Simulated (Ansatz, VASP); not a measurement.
SnSe in VASP and in Ansatz

The input INCAR:

```
PREC = Accurate ; ENCUT = 520
EDIFF = 1E-7 ; ISMEAR = 0
SIGMA = 0.02 ; LREAL = False
LASPH = True ; NELM = 80
ALGO = Normal ; ISIF = 2
LWAVE = False ; LCHARG = True
GGA = PE ; LELF = True
LVHAR = True ; NBANDS = 28
```

The input KPOINTS:

```
Automatic mesh
0
Gamma
  8 8 6
```

Contents of POSCAR:

```
SnSe
1.0
    2.2540869000     -5.7208187500      0.0000000000
    2.2540869000      5.7208187500      0.0000000000
    0.0000000000      0.0000000000      4.0349551000
Sn Se
2 2
Direct
    0.8728327874      0.1271672126      0.2500000000
    0.1271672126      0.8728327874      0.7500000000
    0.6429122897      0.3570877103      0.2500000000
    0.3570877103      0.6429122897      0.7500000000
```

Input for Ansatz:

```yaml
crystal:
  lattice:
    - [2.2540869, -5.72081875, 0.0]
    - [2.2540869, 5.72081875, 0.0]
    - [0.0, 0.0, 4.0349551]
  atoms:
    - { symbol: Sn, position: [0.8728327874, 0.1271672126, 0.25] }
    - { symbol: Sn, position: [0.1271672126, 0.8728327874, 0.75] }
    - { symbol: Se, position: [0.6429122897, 0.3570877103, 0.25] }
    - { symbol: Se, position: [0.3570877103, 0.6429122897, 0.75] }
basis:
  ecutwfc: 420
kpoints:
  mp_grid: { grid: [8, 8, 6] }
hamiltonian:
  xc: pbe
scf:
  occupations: { method: gaussian, width: 0.02 }
output:
  forces: true
  stress: true
  eigenvalues: true
```

Alike in both runs: task single point; functional PBE; k mesh 8 × 8 × 6; occupations gaussian, width 0.02 eV; no spin polarisation.

```csv
,VASP,Ansatz
version,VASP 6.6.1,Ansatz 0.2.0
potentials or method,"VASP PAW PBE potentials, release 64 (Sn_d, Se), cutoff 520 eV","scalar-relativistic, plane waves, PAW"
valence electrons in the cell,40,60
```

VASP gave:

```
gap on the k mesh at the Fermi level (eV)                     : none
pressure (GPa)                                                : 3.1
traceless stress, the component that is largest in VASP (GPa) : -3.50
rms of the force components (eV/Å)                            : 0.284
```

Question: Which values does Ansatz return?

Answer: gap on the k mesh at the Fermi level (eV): none; pressure (GPa): 3.0; traceless stress, the component that is largest in VASP (GPa): -3.49; rms of the force components (eV/Å): 0.275.

Atom by atom the forces differ by 0.009 eV/Å (rms over components). A gap of «none» marks a metal or a gap that the smearing closes. VASP's potentials hold 40 valence electrons a cell and Ansatz's 60, so a difference there can come from the potentials and not from the codes.
